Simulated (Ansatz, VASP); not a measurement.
# One calculation of Ni2Ge, two programs

File POSCAR:

```
Ni2Ge
1.0
    3.8190149049      0.0000000000      0.0000000000
   -1.9095074525      3.3073639251      0.0000000000
    0.0000000000      0.0000000000      5.0373755266
Ni Ge
4 2
Direct
    0.6666666667      0.3333333333      0.2500000000
    0.3333333333      0.6666666667      0.7500000000
    0.0000000000      0.0000000000      0.0000000000
    0.0000000000      0.0000000000      0.5000000000
    0.6666666667      0.3333333333      0.7500000000
    0.3333333333      0.6666666667      0.2500000000
```

Contents of INCAR.step1:

```
SYSTEM = Ni2Ge
ALGO     = Normal         ! electronic algorithm
EDIFF    = 1E-4           ! SCF threshold, eV
ENCUT    = 520            ! plane-wave cutoff, eV
GGA      = PE             ! functional
ISMEAR   = 0              ! smearing method
LASPH    = .TRUE.         ! aspherical terms in the spheres
LCHARG   = .FALSE.        ! write CHGCAR
LREAL    = .FALSE.        ! projectors in reciprocal space
LWAVE    = .TRUE.         ! write WAVECAR
NBANDS   = 43             ! bands
NELM     = 100            ! most SCF steps
PREC     = Accurate       ! precision mode
SIGMA    = 0.15           ! smearing width, eV
```

Contents of INCAR.step2:

```
SYSTEM = Ni2Ge
ALGO     = Normal         ! electronic algorithm
EDIFF    = 1E-7           ! SCF threshold, eV
ENCUT    = 520            ! plane-wave cutoff, eV
ISIF     = 2              ! what is computed and relaxed
ISMEAR   = 0              ! smearing method
ISTART   = 1            
LASPH    = .TRUE.         ! aspherical terms in the spheres
LCHARG   = .FALSE.        ! write CHGCAR
LMIXTAU  = .TRUE.       
LREAL    = .FALSE.        ! projectors in reciprocal space
LWAVE    = .FALSE.        ! write WAVECAR
METAGGA  = R2SCAN         ! meta-GGA
NBANDS   = 43             ! bands
NELM     = 100            ! most SCF steps
PREC     = Accurate       ! precision mode
SIGMA    = 0.15           ! smearing width, eV
```

The input KPOINTS:

```
k-points
0
G
  12 12 10
  0 0 0
```

Input for Ansatz:

```yaml
crystal:
  lattice:
    - [3.8190149049, 0.0, 0.0]
    - [-1.9095074525, 3.3073639251, 0.0]
    - [0.0, 0.0, 5.0373755266]
  atoms:
    - { symbol: Ni, position: [0.6666666667, 0.3333333333, 0.25] }
    - { symbol: Ni, position: [0.3333333333, 0.6666666667, 0.75] }
    - { symbol: Ni, position: [0.0, 0.0, 0.0] }
    - { symbol: Ni, position: [0.0, 0.0, 0.5] }
    - { symbol: Ge, position: [0.6666666667, 0.3333333333, 0.75] }
    - { symbol: Ge, position: [0.3333333333, 0.6666666667, 0.25] }
basis:
  ecutwfc: 500
kpoints:
  mp_grid: { grid: [12, 12, 10] }
hamiltonian:
  xc: r2scan
scf:
  occupations: { method: gaussian, width: 0.15 }
output:
  forces: true
  stress: true
  eigenvalues: true
```

Change from the starting cell: strain -0.040 along x and y, +0.000 along z, atoms carried along.

Alike in both runs: task single point; functional r2SCAN; k mesh 12 × 12 × 10; occupations gaussian, width 0.15 eV; no spin polarisation.

|  | VASP | Ansatz |
| --- | --- | --- |
| version | VASP 6.6.1 | Ansatz 0.2.0 |
| potentials or method | VASP PAW PBE potentials, release 64 (Ni, Ge_d), cutoff 520 eV | scalar-relativistic, plane waves, PAW |
| valence electrons in the cell | 68 | 100 |

VASP gave:

- gap on the k mesh at the Fermi level (eV): none
- pressure (GPa): 21.8
- traceless stress, the component that is largest in VASP (GPa): -10.38

Problem. Which values does Ansatz return?

Solution. gap on the k mesh at the Fermi level (eV): none; pressure (GPa): 21.5; traceless stress, the component that is largest in VASP (GPa): -10.20.

VASP's potentials were made for PBE, not for r2SCAN. A gap of «none» marks a metal or a gap that the smearing closes. VASP's potentials hold 68 valence electrons a cell and Ansatz's 100, so a difference there can come from the potentials and not from the codes.
